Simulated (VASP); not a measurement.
# Sn (I4_1/amd) in VASP: a series of runs, part 2 of 3

VASP 6.6.1.

### Step 3. Single point, PBE

Contents of INCAR:

```
PREC = Accurate ; ENCUT = 520
EDIFF = 1E-6 ; ISMEAR = 0
SIGMA = 0.027000000000000003 ; LREAL = False
LASPH = True ; NELM = 80
ALGO = Fast ; ISIF = 2
LWAVE = False ; LCHARG = False
GGA = PE ; NBANDS = 21
```

Contents of KPOINTS:

```
Automatic mesh
0
Gamma
  9 9 9
```

Contents of POSCAR:

```
Sn
1.0
   -2.9401404553      2.9401404553      1.5993019889
    2.9401404553     -2.9401404553      1.5993019889
    2.9401404553      2.9401404553     -1.5993019889
Sn
2
Direct
    0.0000000000      0.0000000000      0.0000000000
    0.7500000000      0.2500000000      0.5000000000
```

Potentials or basis: VASP PAW PBE potentials, release 64 (Sn_d).

Command:

```console
$ cat potpaw_PBE.64/Sn_d/POTCAR > POTCAR
$ mpirun -np 1 vasp_std > vasp.out
```

OUTCAR:

```text
PREC = Accurate
   ENCUT = 520
   EDIFF = 1E-6
   ISMEAR = 0
   LREAL = False
   LASPH = True
   NELM = 80
   ISIF = 2
   GGA = PE

 ion  position               nearest neighbor table
   1  0.000  0.000  0.000-   2 3.05   2 3.05   2 3.05   2 3.05
   2  0.750  0.250  0.500-   1 3.05   1 3.05   1 3.05   1 3.05

  LATTYP: Found a body centered tetragonal cell.
 ALAT       =     5.8802809106
 C/A-ratio  =     0.5439542815

  Lattice vectors:

 A1 = (  -2.9401404553,   2.9401404553,   1.5993019889)
 A2 = (   2.9401404553,  -2.9401404553,   1.5993019889)
 A3 = (   2.9401404553,   2.9401404553,  -1.5993019889)

Analysis of symmetry for initial positions (statically):
=====================================================================
 Subroutine PRICEL returns:
 Original cell was already a primitive cell.

 Routine SETGRP: Setting up the symmetry group for a
 body centered tetragonal supercell.

 Subroutine GETGRP returns: Found 16 space group operations
 (whereof  8 operations were pure point group operations)
 out of a pool of 16 trial point group operations.

The static configuration has the point symmetry D_2d.
 The point group associated with its full space group is D_4h.

Analysis of symmetry for dynamics (positions and initial velocities):
=====================================================================
 Subroutine PRICEL returns:
 Original cell was already a primitive cell.

 Routine SETGRP: Setting up the symmetry group for a
 body centered tetragonal supercell.

 Subroutine GETGRP returns: Found 16 space group operations
 (whereof  8 operations were pure point group operations)
 out of a pool of 16 trial point group operations.

The dynamic configuration has the point symmetry D_2d.
 The point group associated with its full space group is D_4h.

 Subroutine INISYM returns: Found 16 space group operations
 (whereof  8 operations are pure point group operations),
 and found     1 'primitive' translations
[... 105 lines left out ...]
   PSTRESS=    0.0 pullay stress
   NELECT =      28.0000    total number of electrons
   NUPDOWN=      -1.0000    fix difference up-down
   EMIN   =  10.00;   EMAX   =-10.00  energy-range for DOS
   EFERMI =   0.00;   METHOD = LEGACY
   ISMEAR =     0;   SIGMA  =   0.03  broadening in eV -4-tet -1-fermi 0-gaus
   EFERMI_NEDOS =   21; number of points for ismear=-14 and -15
   IALGO  =     68    algorithm
   IMIX   =      4    mixing-type and parameters
     AMIX     =   0.40;   BMIX     =  1.00
     AMIX_MAG =   1.60;   BMIX_MAG =  1.00
  volume/ion in A,a.u.               =      27.65       186.59
  Fermi-wavevector in a.u.,A,eV,Ry     =   1.304824  2.465760 23.164816  1.702566
  Thomas-Fermi vector in A             =   2.435734
   LORBIT       =      0    0 simple, 1 ext, 2 COOP (PROOUT), +10 PAW based schemes
   GGA     = PE    functional components
   LHFCALC =     F    Hartree Fock is set to
   AEXX    =    0.0000 exact exchange contribution
   IVDW    =     0    specifies the selected vdW correction
   LEPSILON=     F    determine dielectric tensor
   LRPA    =     F    only Hartree local field effects (RPA)
 non-spin polarized calculation
 RMM-DIIS sequential band-by-band and
 Gauss-broadening in eV      SIGMA  =   0.03
  energy-cutoff  :      520.00
  volume of cell :       55.30
 maximum number of plane-waves:      1507
 NGX is ok and might be reduce to    36
   NGX = 17   NGY = 17   NGZ = 17

 number of electron      27.9999989 magnetization

 Free energy of the ion-electron system (eV)
  ---------------------------------------------------
  ext. energy  EPLUGINS =         0.00000000
  ---------------------------------------------------
  free energy    TOTEN  =        -7.59726216 eV

  energy without entropy =       -7.59669806  energy(sigma->0) =       -7.59698011

 E-fermi :   7.7533     XC(G=0): -10.2172

 val. band max:        7.7389487772   @ k =   0.4444   0.3333   0.0000
 cond. band min:       7.7579892917   @ k =  -0.2222  -0.2222   0.1111
 fundamental gap:      0.0190405145
 Fermi energy:         7.7533496123

 k-point     1 :       0.0000    0.0000    0.0000
  band No.  band energies     occupation
      1     -13.8840      2.00000
      2     -13.8067      2.00000
      3     -13.7637      2.00000
      4     -13.7543      2.00000
      5     -13.6126      2.00000
      6     -13.6126      2.00000
[... 565 lines left out ...]
     20      18.4364      0.00000
     21      18.9039      0.00000

 [... further k-points ...]
[... 5 lines left out ...]
  --------------------------------------------------------------------------------------
  -------------------------------------------------------------------------------------
  Total        0.5074798      0.5074798      0.4014466      0.0000000      0.0000000      0.0000000
  in kB       14.7028912     14.7028912     11.6308578      0.0000000      0.0000000      0.0000000
  external PRESSURE =      13.6788800 kB  Pullay stress =       0.0000000 kB

 VOLUME and BASIS-vectors are now :
 -----------------------------------------------------------------------------
  energy-cutoff  :      520.00
  volume of cell :       55.30
      direct lattice vectors                 reciprocal lattice vectors
    -2.940140455  2.940140455  1.599301989     0.000000000  0.170059903  0.312636390
     2.940140455 -2.940140455  1.599301989     0.170059903  0.000000000  0.312636390
     2.940140455  2.940140455 -1.599301989     0.170059903  0.170059903  0.000000000

 POSITION                                       TOTAL-FORCE (eV/Angst)
 -----------------------------------------------------------------------------------
      0.00000      0.00000      0.00000         0.000000     -0.000000     -0.000000
      0.00000      2.94014      0.79965        -0.000000      0.000000      0.000000
 -----------------------------------------------------------------------------------
    total drift:                               -0.000000      0.000000     -0.000000

  FREE ENERGIE OF THE ION-ELECTRON SYSTEM (eV)
  ---------------------------------------------------
  free  energy   TOTEN  =        -7.5972621637 eV

  energy  without entropy=       -7.5966980592  energy(sigma->0) =       -7.59698011
```

Run time: 94 s. Hardware: 1 thread of Intel Xeon Platinum 8488C (Sapphire Rapids), shared host; peak memory 0.24 GiB.

What came out:

| Property | Result |
| --- | --- |
| Free energy | -7.5973 eV |
| Pressure | 1.4 GPa |
| Band gap on the k mesh | zero (band 14 reaches 8.97 eV, above the bottom of band 15 at 5.01 eV) |

Caveat: spin-orbit coupling is left out, which moves the levels of the heavy elements.

### Step 4. Single point, PBE

Contents of INCAR:

```
PREC = Accurate ; ENCUT = 520
EDIFF = 1E-6 ; ISMEAR = 0
SIGMA = 0.028000000000000004 ; LREAL = F
LASPH = T ; NELM = 60
ALGO = Normal ; ISIF = 2
LWAVE = F ; LCHARG = F
GGA = PE ; NBANDS = 21
```

Contents of KPOINTS:

```
regular mesh
0
Gamma
  9 9 9
```

POSCAR is that of step 3.

Command:

```console
$ cat potpaw_PBE.64/Sn_d/POTCAR > POTCAR
$ mpirun -np 1 vasp_std > vasp.out
```

Run time: 67 s. Hardware: 1 thread of Intel Xeon Platinum 8488C (Sapphire Rapids), shared host; peak memory 0.23 GiB.

The run converged. Its results:

```
Free energy            : -7.5973 eV
Pressure               : 1.4 GPa
Band gap on the k mesh : zero (band 14 reaches 8.97 eV, above the bottom of band 15 at 5.01 eV)
```

Stress tensor (GPa, compression positive):
```
1.47 0.00 0.00
0.00 1.47 0.00
0.00 0.00 1.19
```

Levels at points of the mesh, in eV from the Fermi level:
| k point | band 10 | band 11 | band 12 | band 13 | band 14 | band 15 | band 16 | band 17 | band 18 | band 19 |
| --- | --- | --- | --- | --- | --- | --- | --- | --- | --- | --- |
| (0.00, 0.00, 0.00) | -21.17 | -11.00 | -3.71 | -1.94 | -1.94 | 2.99 | 6.11 | 6.11 | 6.73 | 6.84 |

Caveat: spin-orbit coupling is left out, which moves the levels of the heavy elements.

(Part 2 of 3 ends here.)
